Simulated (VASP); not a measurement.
# AlRu (P4/mmm) in VASP: notebook

The runs below take AlRu through single point, with LDA.

All numbers are computed with VASP 6.6.1; they aren't measurements. Logs are shortened: lines on timing, memory, paths and dates and some standing lists are left out, and cuts for length are marked.

**1. The cell of the first run**

The structure is tetragonal, space group P4/mmm (No. 123). The conventional cell has a = 2.992 Å, b = 2.992 Å, c = 3.096 Å, α = 90.00°, β = 90.00°, γ = 90.00°. Within 3.5 Å of Al (site symmetry 4/mmm) lie 8 Ru at 2.62 Å and 6 Al at 2.99 to 3.10 Å. Ru (site symmetry 4/mmm) has 8 Al at 2.62 Å and 6 Ru at 2.99 to 3.10 Å within 3.5 Å.

**2. Single point, LDA (strain +0.0350 x Voigt [1, 0, 0, 0, 0, 0])**

Input file INCAR:

```
SYSTEM = AlRu
  ALGO = Fast
  EDIFF = 1E-6
  ENCUT = 520
  GGA = CA
  ISIF = 2
  ISMEAR = 0
  LASPH = .TRUE.
  LCHARG = .TRUE.
  LELF = .TRUE.
  LREAL = .FALSE.
  LVHAR = .TRUE.
  LWAVE = .FALSE.
  NBANDS = 16
  NELM = 80
  PREC = Accurate
  SIGMA = 0.15
```

Input file KPOINTS:

```
k-points
0
G
  16 16 16
  0 0 0
```

Input file POSCAR:

```
AlRu
1.0
    3.0963060000      0.0000000000      0.0000000000
    0.0000000000      2.9916000000      0.0000000000
    0.0000000000      0.0000000000      2.9916000000
Al Ru
1 1
Direct
    0.0000000000      0.0000000000      0.0000000000
    0.5000000000      0.5000000000      0.5000000000
```

Potentials or basis: VASP PAW LDA potentials, release 64 (Al, Ru_pv).

Run with:

```sh
cat potpaw_LDA.64/Al/POTCAR potpaw_LDA.64/Ru_pv/POTCAR > POTCAR
mpirun -np 1 vasp_std > vasp.out
```

OUTCAR:

```text
SYSTEM = AlRu
   EDIFF = 1E-6
   ENCUT = 520
   GGA = CA
   ISIF = 2
   ISMEAR = 0
   LASPH = .TRUE.
   LREAL = .FALSE.
   NELM = 80
   PREC = Accurate

 ion  position               nearest neighbor table
   1  0.000  0.000  0.000-   2 2.62   2 2.62   2 2.62   2 2.62   2 2.62   2 2.62   2 2.62   2 2.62

   2  0.500  0.500  0.500-   1 2.62   1 2.62   1 2.62   1 2.62   1 2.62   1 2.62   1 2.62   1 2.62

  LATTYP: Found a simple tetragonal cell.
 ALAT       =     2.9916000000
 C/A-ratio  =     1.0350000000

  Lattice vectors:

 A1 = (   0.0000000000,   2.9916000000,   0.0000000000)
 A2 = (   0.0000000000,   0.0000000000,   2.9916000000)
 A3 = (   3.0963060000,   0.0000000000,   0.0000000000)

Analysis of symmetry for initial positions (statically):
=====================================================================
 Subroutine PRICEL returns:
 Original cell was already a primitive cell.

 Routine SETGRP: Setting up the symmetry group for a
 simple tetragonal supercell.

 Subroutine GETGRP returns: Found 16 space group operations
 (whereof 16 operations were pure point group operations)
 out of a pool of 16 trial point group operations.

The static configuration has the point symmetry D_4h.

Analysis of symmetry for dynamics (positions and initial velocities):
=====================================================================
 Subroutine PRICEL returns:
 Original cell was already a primitive cell.

 Routine SETGRP: Setting up the symmetry group for a
 simple tetragonal supercell.

 Subroutine GETGRP returns: Found 16 space group operations
 (whereof 16 operations were pure point group operations)
 out of a pool of 16 trial point group operations.

The dynamic configuration has the point symmetry D_4h.

 Subroutine INISYM returns: Found 16 space group operations
 (whereof 16 operations are pure point group operations),
 and found     1 'primitive' translations

----------------------------------------------------------------------------------------

                                     Primitive cell

  volume of cell :      27.7109

  direct lattice vectors                    reciprocal lattice vectors
     3.096306000  0.000000000  0.000000000     0.322965495  0.000000000  0.000000000
     0.000000000  2.991600000  0.000000000     0.000000000  0.334269287  0.000000000
     0.000000000  0.000000000  2.991600000     0.000000000  0.000000000  0.334269287

  length of vectors
     3.096306000  2.991600000  2.991600000     0.322965495  0.334269287  0.334269287

  position of ions in fractional coordinates (direct lattice)
     0.000000000  0.000000000  0.000000000
     0.500000000  0.500000000  0.500000000

  ion indices of the primitive-cell ions
   primitive index   ion index
                 1           1
                 2           2

----------------------------------------------------------------------------------------

 KPOINTS: k-points

Automatic generation of k-mesh.
 Grid dimensions read from file:
 generate k-points for:   16   16   16

 Generating k-lattice:

  Cartesian coordinates                     Fractional coordinates (reciprocal lattice)
     0.020185343  0.000000000  0.000000000     0.062500000  0.000000000  0.000000000
     0.000000000  0.020891830  0.000000000     0.000000000  0.062500000  0.000000000
     0.000000000  0.000000000  0.020891830     0.000000000  0.000000000  0.062500000

  Length of vectors
     0.020185343  0.020891830  0.020891830

  Shift w.r.t. Gamma in fractional coordinates (k-lattice)
     0.000000000  0.000000000  0.000000000

 Subroutine IBZKPT returns following result:
 ===========================================

 Found    405 irreducible k-points:

 Following reciprocal coordinates:
            Coordinates               Weight
  0.000000  0.000000  0.000000      1.000000
  0.062500  0.000000  0.000000      2.000000
  0.125000  0.000000  0.000000      2.000000
  0.187500  0.000000  0.000000      2.000000
  0.250000  0.000000  0.000000      2.000000
  0.312500  0.000000  0.000000      2.000000
[... 16 lines left out ...]
  0.250000  0.125000  0.000000      8.000000
  0.312500  0.125000  0.000000      8.000000
 [... further k-points ...]
   k-points           NKPTS =    405   k-points in BZ     NKDIM =    405   number of bands    NBANDS=     16
   number of dos      NEDOS =    301   number of ions     NIONS =      2
   total plane-waves  NPLWV =  13824
   dimension x,y,z NGX =    24 NGY =   24 NGZ =   24
   dimension x,y,z NGXF=    48 NGYF=   48 NGZF=   48
   ions per type =               1   1
   NGX,Y,Z   is equivalent  to a cutoff of  12.89, 13.34, 13.34 a.u.
   NGXF,Y,Z  is equivalent  to a cutoff of  25.77, 26.67, 26.67 a.u.
 SYSTEM =  AlRu
   PREC   = accura    normal or accurate (medium, high low for compatibility)
   ISTART =      0    job   : 0-new  1-cont  2-samecut
   ICHARG =      2    charge: 1-file 2-atom 10-const
   ISPIN  =      1    spin polarized calculation?
   LNONCOLLINEAR =      F non collinear calculations
   LSORBIT =      F    spin-orbit coupling
   LASPH  =      T    aspherical Exc in radial PAW
   ENCUT  =  520.0 eV  38.22 Ry    6.18 a.u.   5.76  5.56  5.56*2*pi/ulx,y,z
   NELM   =     80;   NELMIN=  2; NELMDL= -5     # of ELM steps
   EDIFF  = 0.1E-05   stopping-criterion for ELM
   LREAL  =      F    real-space projection
   EDIFFG = 0.1E-04   stopping-criterion for IOM
   NSW    =      0    number of steps for IOM
   IBRION =     -1    ionic relax: 0-MD 1-quasi-New 2-CG
   NFREE  =      0    steps in history (QN), initial steepest desc. (CG)
   ISIF   =      2    stress and relaxation
   ISYM   =      2    0-nonsym 1-usesym 2-fastsym
   POTIM  = 0.5000    time-step for ionic-motion
   TEBEG  =    0.0;   TEEND  =   0.0 temperature during run
   PSTRESS=    0.0 pullay stress
   NELECT =      17.0000    total number of electrons
   NUPDOWN=      -1.0000    fix difference up-down
   EMIN   =  10.00;   EMAX   =-10.00  energy-range for DOS
   EFERMI =   0.00;   METHOD = LEGACY
   ISMEAR =     0;   SIGMA  =   0.15  broadening in eV -4-tet -1-fermi 0-gaus
   EFERMI_NEDOS =   21; number of points for ismear=-14 and -15
   IALGO  =     68    algorithm
   IMIX   =      4    mixing-type and parameters
     AMIX     =   0.40;   BMIX     =  1.00
     AMIX_MAG =   1.60;   BMIX_MAG =  1.00
  volume/ion in A,a.u.               =      13.86        93.50
  Fermi-wavevector in a.u.,A,eV,Ry     =   1.391044  2.628692 26.327315  1.935003
  Thomas-Fermi vector in A             =   2.514921
   LORBIT       =      0    0 simple, 1 ext, 2 COOP (PROOUT), +10 PAW based schemes
   GGA     = CA    functional components
   LHFCALC =     F    Hartree Fock is set to
   AEXX    =    0.0000 exact exchange contribution
   IVDW    =     0    specifies the selected vdW correction
   LEPSILON=     F    determine dielectric tensor
   LRPA    =     F    only Hartree local field effects (RPA)
 non-spin polarized calculation
 RMM-DIIS sequential band-by-band and
 Gauss-broadening in eV      SIGMA  =   0.15
  energy-cutoff  :      520.00
  volume of cell :       27.71
 maximum number of plane-waves:       762
 NGX is ok and might be reduce to    24
   NGX = 11   NGY = 11   NGZ = 11

 number of electron      16.9999998 magnetization

 Free energy of the ion-electron system (eV)
  ---------------------------------------------------
  ext. energy  EPLUGINS =         0.00000000
  ---------------------------------------------------
  free energy    TOTEN  =       -16.09440637 eV

  energy without entropy =      -16.07455444  energy(sigma->0) =      -16.08448040

 E-fermi :  10.0561     XC(G=0): -12.6173

 val. band max:       10.0523660231   @ k =   0.2500   0.4375   0.1875
 cond. band min:      10.0594014474   @ k =   0.2500   0.1250   0.0625
 fundamental gap:      0.0070354242
 Fermi energy:        10.0560932146

 k-point     1 :       0.0000    0.0000    0.0000
  band No.  band energies     occupation
      1     -31.5460      2.00000
      2     -31.5103      2.00000
      3     -31.5103      2.00000
      4       0.5725      2.00000
      5       6.6123      2.00000
      6       6.6279      2.00000
[... 8 lines left out ...]
     15      21.7130      0.00000
     16      24.3420      0.00000

 k-point     2 :       0.0625    0.0000    0.0000
  band No.  band energies     occupation
      1     -31.5517      2.00000
      2     -31.5098      2.00000
      3     -31.5098      2.00000
      4       0.6425      2.00000
      5       6.6277      2.00000
      6       6.6502      2.00000
[... 8 lines left out ...]
     15      21.7131      0.00000
     16      24.5101      0.00000

 k-point     3 :       0.1250    0.0000    0.0000
  band No.  band energies     occupation
      1     -31.5681      2.00000
      2     -31.5085      2.00000
      3     -31.5085      2.00000
      4       0.8505      2.00000
      5       6.6588      2.00000
      6       6.7148      2.00000
[... 8 lines left out ...]
     15      21.7821      0.00000
     16      25.0794      0.00000

 k-point     4 :       0.1875    0.0000    0.0000
  band No.  band energies     occupation
      1     -31.5924      2.00000
      2     -31.5065      2.00000
      3     -31.5065      2.00000
      4       1.1899      2.00000
      5       6.6590      2.00000
      6       6.8145      2.00000
[... 8 lines left out ...]
     15      22.3100      0.00000
     16      26.1303      0.00000

 k-point     5 :       0.2500    0.0000    0.0000
  band No.  band energies     occupation
      1     -31.6210      2.00000
      2     -31.5042      2.00000
      3     -31.5042      2.00000
      4       1.6503      2.00000
      5       6.5524      2.00000
      6       6.9372      2.00000
[... 8 lines left out ...]
     15      22.6329      0.00000
     16      26.1314      0.00000

 k-point     6 :       0.3125    0.0000    0.0000
  band No.  band energies     occupation
      1     -31.6496      2.00000
      2     -31.5019      2.00000
      3     -31.5019      2.00000
      4       2.2177      2.00000
      5       6.2607      2.00000
      6       7.0661      2.00000
[... 8 lines left out ...]
     15      22.7967      0.00000
     16      25.0010      0.00000

 k-point     7 :       0.3750    0.0000    0.0000
  band No.  band energies     occupation
      1     -31.6737      2.00000
      2     -31.5000      2.00000
      3     -31.5000      2.00000
      4       2.8741      2.00000
      5       5.7590      2.00000
      6       7.1809      2.00000
[... 8 lines left out ...]
     15      23.9125      0.00000
     16      23.9140      0.00000

 k-point     8 :       0.4375    0.0000    0.0000
  band No.  band energies     occupation
      1     -31.6897      2.00000
      2     -31.4987      2.00000
      3     -31.4987      2.00000
      4       3.5960      2.00000
      5       5.0972      2.00000
      6       7.2607      2.00000
[... 8 lines left out ...]
     15      22.9144      0.00000
     16      22.9144      0.00000

 k-point     9 :       0.5000    0.0000    0.0000
  band No.  band energies     occupation
      1     -31.6953      2.00000
      2     -31.4982      2.00000
      3     -31.4982      2.00000
      4       4.3142      2.00000
      5       4.3922      2.00000
      6       7.2894      2.00000
[... 8 lines left out ...]
     15      22.3141      0.00000
     16      22.8061      0.00000
[... 172 lines left out ...]
 k-point    19 :       0.0000    0.1250    0.0000
  band No.  band energies     occupation
      1     -31.5433      2.00000
      2     -31.5413      2.00000
      3     -31.5077      2.00000
      4       0.8677      2.00000
      5       6.7192      2.00000
      6       6.7283      2.00000
[... 8 lines left out ...]
     15      21.7190      0.00000
     16      25.4553      0.00000

 k-point    20 :       0.0625    0.1250    0.0000
  band No.  band energies     occupation
      1     -31.5490      2.00000
      2     -31.5407      2.00000
      3     -31.5072      2.00000
      4       0.9360      2.00000
      5       6.7353      2.00000
      6       6.7541      2.00000
[... 8 lines left out ...]
     15      21.7329      0.00000
     16      25.5702      0.00000

 k-point    21 :       0.1250    0.1250    0.0000
  band No.  band energies     occupation
      1     -31.5652      2.00000
      2     -31.5393      2.00000
      3     -31.5059      2.00000
      4       1.1387      2.00000
      5       6.7703      2.00000
      6       6.8261      2.00000
[... 8 lines left out ...]
     15      22.1764      0.00000
     16      25.9615      0.00000

 k-point    22 :       0.1875    0.1250    0.0000
  band No.  band energies     occupation
      1     -31.5894      2.00000
      2     -31.5372      2.00000
      3     -31.5039      2.00000
      4       1.4688      2.00000
      5       6.7780      2.00000
      6       6.9314      2.00000
[... 8 lines left out ...]
     15      22.9066      0.00000
     16      26.0101      0.00000

 k-point    23 :       0.2500    0.1250    0.0000
  band No.  band energies     occupation
      1     -31.6178      2.00000
      2     -31.5347      2.00000
      3     -31.5016      2.00000
      4       1.9149      2.00000
      5       6.6699      2.00000
      6       7.0589      2.00000
[... 8 lines left out ...]
     15      23.5444      0.00000
     16      24.8878      0.00000

 k-point    24 :       0.3125    0.1250    0.0000
  band No.  band energies     occupation
      1     -31.6461      2.00000
      2     -31.5322      2.00000
      3     -31.4993      2.00000
      4       2.4620      2.00000
      5       6.3638      2.00000
      6       7.1959      2.00000
[... 8 lines left out ...]
     15      23.6224      0.00000
     16      24.1289      0.00000

 [... further k-points ...]

------------------------ aborting loop because EDIFF is reached ----------------------------------------

  FORCE on cell =-STRESS in cart. coord.  units (eV):
  Direction    XX          YY          ZZ          XY          YZ          ZX
  --------------------------------------------------------------------------------------
  -------------------------------------------------------------------------------------
  Total       -2.9591322     -2.0857830     -2.0857830      0.0000000      0.0000000      0.0000000
  in kB     -171.0897650   -120.5948551   -120.5948551      0.0000000      0.0000000      0.0000000
  external PRESSURE =    -137.4264918 kB  Pullay stress =       0.0000000 kB

 VOLUME and BASIS-vectors are now :
 -----------------------------------------------------------------------------
  energy-cutoff  :      520.00
  volume of cell :       27.71
      direct lattice vectors                 reciprocal lattice vectors
     3.096306000  0.000000000  0.000000000     0.322965495  0.000000000  0.000000000
     0.000000000  2.991600000  0.000000000     0.000000000  0.334269287  0.000000000
     0.000000000  0.000000000  2.991600000     0.000000000  0.000000000  0.334269287

 POSITION                                       TOTAL-FORCE (eV/Angst)
 -----------------------------------------------------------------------------------
      0.00000      0.00000      0.00000         0.000000      0.000000      0.000000
      1.54815      1.49580      1.49580         0.000000      0.000000      0.000000
 -----------------------------------------------------------------------------------
    total drift:                                0.000000     -0.000000     -0.000000

  FREE ENERGIE OF THE ION-ELECTRON SYSTEM (eV)
  ---------------------------------------------------
  free  energy   TOTEN  =       -16.0944063654 eV

  energy  without entropy=      -16.0745544403  energy(sigma->0) =      -16.08448040
```

Wall time 1.7 min (1 thread of Intel Xeon 8259CL, shared host); peak memory 0.27 GiB.

Results:

```yaml
Free_energy: -16.0944 eV
Pressure: -13.7 GPa
Band_gap_on_the_k_mesh: zero (an odd number of electrons rules out a gap without spin polarisation)
```

Levels at points of the mesh, in eV from the Fermi level:
| k point | band 7 | band 8 | band 9 | band 10 | band 11 | band 12 |
| --- | --- | --- | --- | --- | --- | --- |
| (0.00, 0.00, 0.00) | 0.09 | 0.09 | 0.29 | 5.17 | 6.18 | 6.18 |
| (0.50, 0.00, 0.00) | -1.41 | -1.41 | 0.49 | 1.74 | 7.53 | 11.07 |
| (0.00, 0.50, 0.00) | -1.81 | -1.43 | 0.36 | 2.31 | 7.47 | 10.21 |
| (0.50, 0.50, 0.00) | -1.28 | -1.07 | -0.97 | 1.32 | 4.89 | 5.78 |
| (0.00, 0.50, 0.50) | -1.32 | -1.21 | -1.21 | 1.55 | 5.32 | 5.97 |
| (0.50, 0.50, 0.50) | 1.37 | 1.62 | 2.25 | 3.91 | 4.10 | 4.10 |

Caveat: the cell differs from its parent crystal (strain +0.0350 x Voigt [1, 0, 0, 0, 0, 0]); the cell stands under tension.

**3. Single point, LDA (strain +0.0400 x Voigt [1, 0, 0, 0, 0, 0])**

Input file INCAR:

```
SYSTEM = AlRu
ALGO = Fast ; EDIFF = 1E-7
ENCUT = 520 ; GGA = CA
ISIF = 2 ; ISMEAR = 0
LASPH = .True. ; LCHARG = .False.
LREAL = .False. ; LWAVE = .False.
NBANDS = 16 ; NELM = 100
PREC = Accurate ; SIGMA = 0.15
```

Input file KPOINTS:

```
k-points
0
Gamma
  16 16 16
  0 0 0
```

Changes to POSCAR since step 2:

```diff
@@ -2,3 +2,3 @@
 1.0
-    3.0963060000      0.0000000000      0.0000000000
+    3.1112640000      0.0000000000      0.0000000000
     0.0000000000      2.9916000000      0.0000000000
```

Potentials or basis: VASP PAW LDA potentials, release 64 (Al, Ru_pv).

Run with:

```sh
cat potpaw_LDA.64/Al/POTCAR potpaw_LDA.64/Ru_pv/POTCAR > POTCAR
mpirun -np 1 vasp_std > vasp.out
```

Run time: 1.8 min. Hardware: 1 thread of Intel Xeon 8259CL, shared host; peak memory 0.27 GiB.

The run converged. Its results:

```yaml
Free_energy: -16.0797 eV
Pressure: -14.5 GPa
Band_gap_on_the_k_mesh: zero (an odd number of electrons rules out a gap without spin polarisation)
```

Stress tensor (GPa, compression positive):
```
-18.28   0.00   0.00
  0.00 -12.64   0.00
  0.00   0.00 -12.64
```

Levels at points of the mesh, in eV from the Fermi level:
| k point | band 6 | band 7 | band 8 | band 9 | band 10 | band 11 | band 12 | band 13 |
| --- | --- | --- | --- | --- | --- | --- | --- | --- |
| (0.00, 0.00, 0.00) | -3.40 | 0.09 | 0.09 | 0.31 | 5.06 | 6.20 | 6.20 | 10.71 |
| (0.50, 0.00, 0.00) | -2.76 | -1.39 | -1.39 | 0.50 | 1.67 | 7.53 | 11.08 | 11.08 |
| (0.00, 0.50, 0.00) | -2.62 | -1.84 | -1.41 | 0.35 | 2.32 | 7.46 | 10.11 | 11.11 |
| (0.50, 0.50, 0.00) | -1.53 | -1.27 | -1.06 | -0.94 | 1.29 | 4.85 | 5.72 | 10.43 |
| (0.00, 0.50, 0.50) | -1.33 | -1.33 | -1.19 | -1.19 | 1.56 | 5.33 | 5.93 | 9.59 |
| (0.50, 0.50, 0.50) | -4.40 | 1.34 | 1.62 | 2.22 | 3.88 | 4.10 | 4.10 | 8.00 |

Caveat: the cell differs from its parent crystal (strain +0.0400 x Voigt [1, 0, 0, 0, 0, 0]); the cell stands under tension.
